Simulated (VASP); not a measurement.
A run of VASP 6.6.1 is set up as follows.

INCAR

```
SYSTEM = Dy2Ti
ALGO = Normal
EDIFF = 1E-6
ENCUT = 500
GGA = PE
GGA_COMPAT = .False.
ISIF = 2
ISMEAR = 0
ISPIN = 2
LASPH = .True.
LCHARG = .False.
LMAXMIX = 6
LORBIT = 11
LREAL = .False.
LWAVE = .False.
MAGMOM = 0 0 1
NBANDS = 26
NELM = 200
PREC = Accurate
SIGMA = 0.1
```

File KPOINTS:

```
k-points
0
Gamma
  4 4 6
  0 0 0
```

Contents of POSCAR:

```
Dy2Ti
1.0
    5.2284625819      0.0000000000      0.0000000000
    0.0000000000      5.2284625819      0.0000000000
    0.0000000000      0.0000000000      3.2437100666
Dy Ti
2 1
Direct
    0.5000000000      0.0000000000      0.5723491979
    0.0000000000      0.5000000000      0.4276508021
    0.0000000000      0.0000000000      0.0000000000
```

Potentials or basis: VASP PAW PBE potentials, release 64 (Dy_3, Ti_sv), 4f in core.

Command:

```bash
$ cat potpaw_PBE.64/Dy_3/POTCAR potpaw_PBE.64/Ti_sv/POTCAR > POTCAR
$ mpirun -np 1 vasp_std > vasp.out
```

(1) Estimate the pressure.

(2) Predict the band gap on the k mesh.

(3) Estimate the net moment.

(4) Predict the largest force.

Answers

(1) -0.4 GPa.

(2) zero (filled and empty bands overlap).

(3) 0.00 μB per cell.

(4) 0.039 eV/Å.

Caveat: the magnetic or orbital state may not be the lowest; spin-orbit coupling is left out, which moves the levels of the heavy elements; the 4f electrons are frozen in the core, so they carry no moment and show no levels.
